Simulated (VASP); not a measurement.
ZnS:

```xyz
8
Lattice="3.8977 0.0000 0.0000 -1.9488 3.3755 0.0000 0.0000 0.0000 12.7656" Properties=species:S:1:pos:R:3 pbc="T T T"
Zn    1.9488    1.1252    9.5742
Zn    0.0000    2.2503    3.1914
Zn    0.0000    0.0000    6.3828
Zn    0.0000    0.0000    0.0000
S     1.9488    1.1252   11.9677
S     0.0000    2.2503    5.5849
S     0.0000    0.0000    8.7763
S     0.0000    0.0000    2.3935
```

Base run:

```yaml
Program: VASP 6.6.1
Functional: revPBE
Dispersion: D3(BJ)
Potentials_or_basis: VASP PAW PBE potentials, release 64 (Zn, S)
Cutoff: 520 eV
k_mesh: 8 × 8 × 3
Occupations: fermi-dirac, width 0.05 eV
Spin: no spin polarisation
```

Its results: band gap on the k mesh 2.00 eV; pressure -5.7 GPa; largest force 0.037 eV/Å.

Task: The run is repeated on the same cell with these changes: functional from revPBE to PBEsol; dispersion from D3(BJ) to none. What comes out?

Result: Band gap on the k mesh 1.75 eV; pressure -5.6 GPa; largest force 0.027 eV/Å.

Several settings changed at once.

Caveats: the cell stands under tension; the PAW data sets were made with another functional, which shifts forces and pressure a little.

A k mesh can miss the band edges.
